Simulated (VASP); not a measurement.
# N (P3m1) in VASP: a series of runs

Runs on N. Level: PBE. Tasks: single point.

Program: VASP 6.6.1. These are calculated values, not measurements. Logs are shortened: lines on timing, memory, paths and dates and some standing lists are left out, and cuts for length are marked.

## 1. The cell of the first run

Symmetry: P3m1, No. 156, trigonal system. The conventional cell has a = 4.167 Å, b = 4.167 Å, c = 7.006 Å, α = 90.00°, β = 90.00°, γ = 120.00°. Within 1.8 Å of N (site symmetry 3m) lie 1 N at 1.32 Å. N (site symmetry 3m) has 1 N at 1.32 Å within 1.8 Å. N (site symmetry 3m) has 1 N at 1.11 Å within 1.5 Å. N (site symmetry 3m) has 1 N at 1.11 Å within 1.5 Å.

## 2. Single point, PBE

Input file INCAR:

```
ALGO     = Normal         # electronic algorithm
EDIFF    = 1E-6           # SCF threshold, eV
ENCUT    = 520            # plane-wave cutoff, eV
GGA      = PE             # functional
ISIF     = 2              # what is computed and relaxed
ISMEAR   = 0              # smearing method
LASPH    = True           # aspherical terms in the spheres
LCHARG   = False          # write CHGCAR
LREAL    = False          # projectors in reciprocal space
LWAVE    = False          # write WAVECAR
NBANDS   = 18             # bands
NELM     = 60             # most SCF steps
PREC     = Accurate       # precision mode
SIGMA    = 0.01           # smearing width, eV
```

Input file KPOINTS:

```
k-points
0
Gamma
  4 4 2
```

Input file POSCAR:

```
N
1.0
    4.1672000000      0.0000000000      0.0000000000
   -2.0836000000      3.6089000000      0.0000000000
    0.0000000000      0.0000000000      7.0060000000
N
4
Direct
    0.3333333333      0.6666666667      0.3589000000
    0.3333333333      0.6666666667      0.1711000000
    0.6666666667      0.3333333333      0.8289000000
    0.6666666667      0.3333333333      0.6711000000
```

Potentials or basis: VASP PAW PBE potentials, release 64 (N).

The run is started by

```sh
cat potpaw_PBE.64/N/POTCAR > POTCAR
mpirun -np 1 vasp_std > vasp.out
```

OUTCAR:

```text
EDIFF = 1E-6
   ENCUT = 520
   GGA = PE
   ISIF = 2
   ISMEAR = 0
   LASPH = True
   LREAL = False
   NELM = 60
   PREC = Accurate

 ion  position               nearest neighbor table
   1  0.333  0.667  0.359-   2 1.32
   2  0.333  0.667  0.171-   1 1.32
   3  0.667  0.333  0.829-   4 1.11
   4  0.667  0.333  0.671-   3 1.11

  LATTYP: Found a hexagonal cell.
 ALAT       =     4.1672000000
 C/A-ratio  =     1.6812248032

  Lattice vectors:

 A1 = (   4.1672000000,   0.0000000000,   0.0000000000)
 A2 = (  -2.0836000000,   3.6089000000,   0.0000000000)
 A3 = (   0.0000000000,   0.0000000000,   7.0060000000)

Analysis of symmetry for initial positions (statically):
=====================================================================
 Subroutine PRICEL returns:
 Original cell was already a primitive cell.

 Routine SETGRP: Setting up the symmetry group for a
 hexagonal supercell.

 Subroutine GETGRP returns: Found  6 space group operations
 (whereof  6 operations were pure point group operations)
 out of a pool of 24 trial point group operations.

The static configuration has the point symmetry C_3v.

Analysis of symmetry for dynamics (positions and initial velocities):
=====================================================================
 Subroutine PRICEL returns:
 Original cell was already a primitive cell.

 Routine SETGRP: Setting up the symmetry group for a
 hexagonal supercell.

 Subroutine GETGRP returns: Found  6 space group operations
 (whereof  6 operations were pure point group operations)
 out of a pool of 24 trial point group operations.

The dynamic configuration has the point symmetry C_3v.

 Subroutine INISYM returns: Found  6 space group operations
 (whereof  6 operations are pure point group operations),
 and found     1 'primitive' translations

----------------------------------------------------------------------------------------

                                     Primitive cell

  volume of cell :     105.3633

  direct lattice vectors                    reciprocal lattice vectors
     4.167200000  0.000000000  0.000000000     0.239969284  0.138546371  0.000000000
    -2.083600000  3.608900000  0.000000000     0.000000000  0.277092743  0.000000000
     0.000000000  0.000000000  7.006000000     0.000000000  0.000000000  0.142734799

  length of vectors
     4.167200000  4.167199080  7.006000000     0.277092682  0.277092743  0.142734799

  position of ions in fractional coordinates (direct lattice)
     0.333333333  0.666666667  0.358900000
     0.333333333  0.666666667  0.171100000
     0.666666667  0.333333333  0.828900000
     0.666666667  0.333333333  0.671100000

  ion indices of the primitive-cell ions
   primitive index   ion index
                 1           1
                 2           2
                 3           3
                 4           4

----------------------------------------------------------------------------------------

 KPOINTS: k-points

Automatic generation of k-mesh.
 Grid dimensions read from file:
 generate k-points for:    4    4    2

 Generating k-lattice:

  Cartesian coordinates                     Fractional coordinates (reciprocal lattice)
     0.059992321  0.034636593  0.000000000     0.250000000  0.000000000  0.000000000
     0.000000000  0.069273186  0.000000000     0.000000000  0.250000000  0.000000000
     0.000000000  0.000000000  0.071367399     0.000000000  0.000000000  0.500000000

  Length of vectors
     0.069273170  0.069273186  0.071367399

  Shift w.r.t. Gamma in fractional coordinates (k-lattice)
     0.000000000  0.000000000  0.000000000

 Subroutine IBZKPT returns following result:
 ===========================================

 Found      8 irreducible k-points:

 Following reciprocal coordinates:
            Coordinates               Weight
  0.000000  0.000000  0.000000      1.000000
  0.250000  0.000000  0.000000      6.000000
  0.500000  0.000000  0.000000      3.000000
  0.250000  0.250000  0.000000      6.000000
  0.000000  0.000000  0.500000      1.000000
  0.250000  0.000000  0.500000      6.000000
  0.500000  0.000000  0.500000      3.000000
  0.250000  0.250000  0.500000      6.000000
   k-points           NKPTS =      8   k-points in BZ     NKDIM =      8   number of bands    NBANDS=     18
   number of dos      NEDOS =    301   number of ions     NIONS =      4
   total plane-waves  NPLWV =  55296
   dimension x,y,z NGX =    32 NGY =   32 NGZ =   54
   dimension x,y,z NGXF=    64 NGYF=   64 NGZF=  108
   ions per type =               4
   NGX,Y,Z   is equivalent  to a cutoff of  12.77, 12.77, 12.81 a.u.
   NGXF,Y,Z  is equivalent  to a cutoff of  25.53, 25.53, 25.63 a.u.
 SYSTEM =  unknown system
   PREC   = accura    normal or accurate (medium, high low for compatibility)
   ISTART =      0    job   : 0-new  1-cont  2-samecut
   ICHARG =      2    charge: 1-file 2-atom 10-const
   ISPIN  =      1    spin polarized calculation?
   LNONCOLLINEAR =      F non collinear calculations
   LSORBIT =      F    spin-orbit coupling
   LASPH  =      T    aspherical Exc in radial PAW
   ENCUT  =  520.0 eV  38.22 Ry    6.18 a.u.   7.75  7.75 13.03*2*pi/ulx,y,z
   NELM   =     60;   NELMIN=  2; NELMDL= -5     # of ELM steps
   EDIFF  = 0.1E-05   stopping-criterion for ELM
   LREAL  =      F    real-space projection
   EDIFFG = 0.1E-04   stopping-criterion for IOM
   NSW    =      0    number of steps for IOM
   IBRION =     -1    ionic relax: 0-MD 1-quasi-New 2-CG
   NFREE  =      0    steps in history (QN), initial steepest desc. (CG)
   ISIF   =      2    stress and relaxation
   ISYM   =      2    0-nonsym 1-usesym 2-fastsym
   POTIM  = 0.5000    time-step for ionic-motion
   TEBEG  =    0.0;   TEEND  =   0.0 temperature during run
   PSTRESS=    0.0 pullay stress
   NELECT =      20.0000    total number of electrons
   NUPDOWN=      -1.0000    fix difference up-down
   EMIN   =  10.00;   EMAX   =-10.00  energy-range for DOS
   EFERMI =   0.00;   METHOD = LEGACY
   ISMEAR =     0;   SIGMA  =   0.01  broadening in eV -4-tet -1-fermi 0-gaus
   EFERMI_NEDOS =   21; number of points for ismear=-14 and -15
   IALGO  =     38    algorithm
   IMIX   =      4    mixing-type and parameters
     AMIX     =   0.40;   BMIX     =  1.00
     AMIX_MAG =   1.60;   BMIX_MAG =  1.00
  volume/ion in A,a.u.               =      26.34       177.76
  Fermi-wavevector in a.u.,A,eV,Ry     =   0.940853  1.777954 12.043934  0.885204
  Thomas-Fermi vector in A             =   2.068306
   LORBIT       =      0    0 simple, 1 ext, 2 COOP (PROOUT), +10 PAW based schemes
   GGA     = PE    functional components
   LHFCALC =     F    Hartree Fock is set to
   AEXX    =    0.0000 exact exchange contribution
   IVDW    =     0    specifies the selected vdW correction
   LEPSILON=     F    determine dielectric tensor
   LRPA    =     F    only Hartree local field effects (RPA)
 non-spin polarized calculation
 Gauss-broadening in eV      SIGMA  =   0.01
  energy-cutoff  :      520.00
  volume of cell :      105.36
 maximum number of plane-waves:      2858
 NGX is ok and might be reduce to    32
   NGX = 15   NGY = 15   NGZ = 27

 number of electron      20.0000001 magnetization

 Free energy of the ion-electron system (eV)
  ---------------------------------------------------
  ext. energy  EPLUGINS =         0.00000000
  ---------------------------------------------------
  free energy    TOTEN  =       -31.42736488 eV

  energy without entropy =      -31.42736488  energy(sigma->0) =      -31.42736488

 E-fermi :  -6.4670     XC(G=0):  -5.9728

 val. band max:       -6.5388072411   @ k =   0.0000   0.0000   0.0000
 cond. band min:      -1.1504798407   @ k =   0.5000   0.0000   0.0000
 fundamental gap:      5.3883274004
 Fermi energy:        -6.4670182987

 k-point     1 :       0.0000    0.0000    0.0000
  band No.  band energies     occupation
      1     -25.3160      2.00000
      2     -22.1319      2.00000
      3     -11.9402      2.00000
      4     -10.4369      2.00000
      5      -8.4805      2.00000
      6      -8.4805      2.00000
[... 10 lines left out ...]
     17       5.6513      0.00000
     18       9.0434      0.00000

 k-point     2 :       0.2500    0.0000    0.0000
  band No.  band energies     occupation
      1     -25.3088      2.00000
      2     -22.1196      2.00000
      3     -11.8732      2.00000
      4     -10.4560      2.00000
      5      -8.6527      2.00000
      6      -8.5133      2.00000
[... 10 lines left out ...]
     17       6.4872      0.00000
     18       7.5189      0.00000

 k-point     3 :       0.5000    0.0000    0.0000
  band No.  band energies     occupation
      1     -25.3020      2.00000
      2     -22.1074      2.00000
      3     -11.8023      2.00000
      4     -10.4782      2.00000
      5      -8.7900      2.00000
      6      -8.5458      2.00000
[... 10 lines left out ...]
     17       6.3591      0.00000
     18       7.3279      0.00000

 k-point     4 :       0.2500    0.2500    0.0000
  band No.  band energies     occupation
      1     -25.3021      2.00000
      2     -22.1074      2.00000
      3     -11.8028      2.00000
      4     -10.4774      2.00000
      5      -8.7352      2.00000
      6      -8.6083      2.00000
[... 10 lines left out ...]
     17       6.4935      0.00000
     18       7.6387      0.00000

 k-point     5 :       0.0000    0.0000    0.5000
  band No.  band energies     occupation
      1     -25.3159      2.00000
      2     -22.1323      2.00000
      3     -11.8799      2.00000
      4     -10.5939      2.00000
      5      -8.4786      2.00000
      6      -8.4786      2.00000
[... 10 lines left out ...]
     17       7.8066      0.00000
     18       8.2971      0.00000

 k-point     6 :       0.2500    0.0000    0.5000
  band No.  band energies     occupation
      1     -25.3089      2.00000
      2     -22.1198      2.00000
      3     -11.8423      2.00000
      4     -10.5502      2.00000
      5      -8.6144      2.00000
      6      -8.5099      2.00000
[... 10 lines left out ...]
     17       7.4701      0.00000
     18       7.9459      0.00000

 k-point     7 :       0.5000    0.0000    0.5000
  band No.  band energies     occupation
      1     -25.3020      2.00000
      2     -22.1073      2.00000
      3     -11.8040      2.00000
      4     -10.5054      2.00000
      5      -8.7378      2.00000
      6      -8.5408      2.00000
[... 10 lines left out ...]
     17       5.8479      0.00000
     18       6.1106      0.00000

 k-point     8 :       0.2500    0.2500    0.5000
  band No.  band energies     occupation
      1     -25.3020      2.00000
      2     -22.1073      2.00000
      3     -11.8039      2.00000
      4     -10.5050      2.00000
      5      -8.6916      2.00000
      6      -8.5909      2.00000
[... 10 lines left out ...]
     17       6.2687      0.00000
     18       6.8062      0.00000

------------------------ aborting loop because EDIFF is reached ----------------------------------------

  FORCE on cell =-STRESS in cart. coord.  units (eV):
  Direction    XX          YY          ZZ          XY          YZ          ZX
  --------------------------------------------------------------------------------------
  -------------------------------------------------------------------------------------
  Total        0.1067780      0.1067780    -17.3749163      0.0000000      0.0000000      0.0000000
  in kB        1.6236902      1.6236892   -264.2067925      0.0000000      0.0000000      0.0000000
  external PRESSURE =     -86.9864710 kB  Pullay stress =       0.0000000 kB

 VOLUME and BASIS-vectors are now :
 -----------------------------------------------------------------------------
  energy-cutoff  :      520.00
  volume of cell :      105.36
      direct lattice vectors                 reciprocal lattice vectors
     4.167200000  0.000000000  0.000000000     0.239969284  0.138546371  0.000000000
    -2.083600000  3.608900000  0.000000000     0.000000000  0.277092743  0.000000000
     0.000000000  0.000000000  7.006000000     0.000000000  0.000000000  0.142734799

 POSITION                                       TOTAL-FORCE (eV/Angst)
 -----------------------------------------------------------------------------------
     -0.00000      2.40593      2.51445        -0.000000      0.000000    -14.378509
     -0.00000      2.40593      1.19873        -0.000000      0.000000     14.347850
      2.08360      1.20297      5.80727         0.000000     -0.000000      1.203324
      2.08360      1.20297      4.70173         0.000000      0.000000     -1.172665
 -----------------------------------------------------------------------------------
    total drift:                                0.000000      0.000000      0.000614

  FREE ENERGIE OF THE ION-ELECTRON SYSTEM (eV)
  ---------------------------------------------------
  free  energy   TOTEN  =       -31.4273648751 eV

  energy  without entropy=      -31.4273648751  energy(sigma->0) =      -31.42736488
```

It took 6.5 s on 1 thread of Intel Xeon 6975P-C (Granite Rapids), shared host; peak memory 0.21 GiB.

Results:

```yaml
Free_energy: -31.4274 eV
Pressure: -8.7 GPa
Largest_force: 14.379 eV/Å
Band_gap_on_the_k_mesh: 5.39 eV, indirect (least direct gap 5.59 eV)
```

Forces in eV/Å, atoms in the order of the input:
```
N     0.000   0.000 -14.379
N     0.000   0.000  14.348
N     0.000   0.000   1.203
N     0.000   0.000  -1.173
```

Caveat: the k points lie up to 0.45 Å⁻¹ apart; the standard files for N, O and F lose accuracy on very short bonds; forces of over 1 eV/Å act on the atoms, so gaps and moduli don't describe the material at rest.

(Part 1 of 3 ends here.)
